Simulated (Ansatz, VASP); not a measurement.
Fe in VASP and in Ansatz

```
CELL_PARAMETERS angstrom
0.00000 2.40207 2.40207
2.40207 0.00000 2.40207
2.40207 2.40207 0.00000
ATOMIC_POSITIONS crystal
Fe 0.00000 0.00000 0.00000
Fe 0.25000 0.25000 0.25000
```

Alike in both runs: functional PBEsol; k mesh 20 × 20 × 20; occupations gaussian, width 0.1 eV; no spin polarisation.

Ansatz relaxed the structure, and its values are those at the end. VASP's run is a single point on that final structure, the one shown.

```csv
,VASP,Ansatz
version,VASP 6.6.1,Ansatz 0.2.0
potentials or method,"VASP PAW PBE potentials, release 64 (Fe), cutoff 600 eV","scalar-relativistic, plane waves, PAW"
valence electrons in the cell,16,32
```

Ansatz gave:

* gap on the k mesh at the Fermi level (eV): none
* pressure (GPa): 0.0

Which values does VASP return?

gap on the k mesh at the Fermi level (eV): none; pressure (GPa): -1.8.

VASP's potentials were made for PBE, not for PBEsol. A gap of «none» marks a metal or a gap that the smearing closes. With one functional, cell and mesh, what is left measures potentials, basis and numerics. VASP's potentials hold 16 valence electrons a cell and Ansatz's 32, so a difference there can come from the potentials and not from the codes.
